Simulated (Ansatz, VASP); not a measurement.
## One calculation of PbSe, two programs

```xyz
4
Lattice="2.1549 -6.1339 0.0000 2.1549 6.1339 0.0000 0.0000 0.0000 4.3170" Properties=species:S:1:pos:R:3 pbc="T T T"
Pb    2.1549   -1.6164    3.2377
Pb    2.1549    1.6164    1.0792
Se    2.1549   -4.4323    3.2377
Se    2.1549    4.4323    1.0792
```

Change from the starting cell: strain +0.000 along x and y, -0.030 along z, atoms carried along.

Alike in both runs: task single point; functional PBE; dispersion D3(BJ); k mesh 8 × 8 × 6; occupations gaussian, width 0.05 eV; no spin polarisation.

```csv
,VASP,Ansatz
version,VASP 6.6.1,Ansatz 0.2.0
potentials or method,"VASP PAW PBE potentials, release 64 (Pb_d, Se), cutoff 520 eV","scalar-relativistic, plane waves, PAW"
valence electrons in the cell,40,60
```

```csv
,VASP,Ansatz,Ansatz less VASP
gap on the k mesh at the Fermi level (eV),0.83,0.83,+0.003
least direct gap on the mesh (eV),1.17,1.17,-0.001
pressure (GPa),0.6,0.6,-0.01
"traceless stress, the component that is largest in VASP (GPa)",0.94,0.95,+0.009
rms of the force components (eV/Å),0.084,0.079,-0.0044
```

Atom by atom the forces differ by 0.004 eV/Å (rms over components). VASP's potentials hold 40 valence electrons a cell and Ansatz's 60, so a difference there can come from the potentials and not from the codes.

Neither program's run includes spin-orbit coupling.
